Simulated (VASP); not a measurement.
Write the native input for VASP 6.6.1 that does the following.

* Task: single point
* Functional: PBE
* Potentials or basis: VASP PAW PBE potentials, release 64 (As, H, Sr_sv)
* Cutoff: 520 eV
* k mesh: 7 × 7 × 5
* Occupations: fermi-dirac, width 0.05 eV
* Spin: no spin polarisation
* Dipole correction: no
* Further INCAR settings: ALGO = Normal; EDIFF = 1e-07; NBANDS = 19

The structure of SrAs2H2 lies in POSCAR:

```
SrAs2H2
1.0
    2.5217575726      4.3678122401      0.0000000000
   -2.5217575726      4.3678122401      0.0000000000
    0.0000000000      0.0000000000      4.0640964688
As H Sr
2 2 1
Direct
    0.3333333333      0.3333333333      0.5475565189
    0.6666666667      0.6666666667      0.4524434811
    0.3333333333      0.3333333333      0.1610867135
    0.6666666667      0.6666666667      0.8389132865
    0.0000000000      0.0000000000      0.0000000000
```

The input as run:

INCAR

```
SYSTEM = SrAs2H2
PREC = Accurate
ENCUT = 520
EDIFF = 1E-7
ISMEAR = -1
SIGMA = 0.05
LREAL = .False.
LASPH = .True.
NELM = 100
ALGO = Normal
ISIF = 2
LWAVE = .False.
LCHARG = .False.
GGA = PE
NBANDS = 19
```

KPOINTS

```
regular mesh
0
Gamma
  7 7 5
  0 0 0
```

Potentials or basis: VASP PAW PBE potentials, release 64 (As, H, Sr_sv).

Command:

```bash
$ cat potpaw_PBE.64/As/POTCAR potpaw_PBE.64/H/POTCAR potpaw_PBE.64/Sr_sv/POTCAR > POTCAR
$ mpirun -np 1 vasp_std > vasp.out
```

It gave:

```yaml
Pressure: 0.2 GPa
Largest_force: 0.072 eV/Å
Band_gap_on_the_k_mesh: zero (band 11 reaches 4.61 eV, above the bottom of band 12 at 3.10 eV)
```

Wall time 27 s on 1 thread of Intel(R) Xeon(R) Platinum 8481C CPU @ 2.70GHz (Sapphire Rapids), with other jobs on the host, peak memory 0.24 GiB.
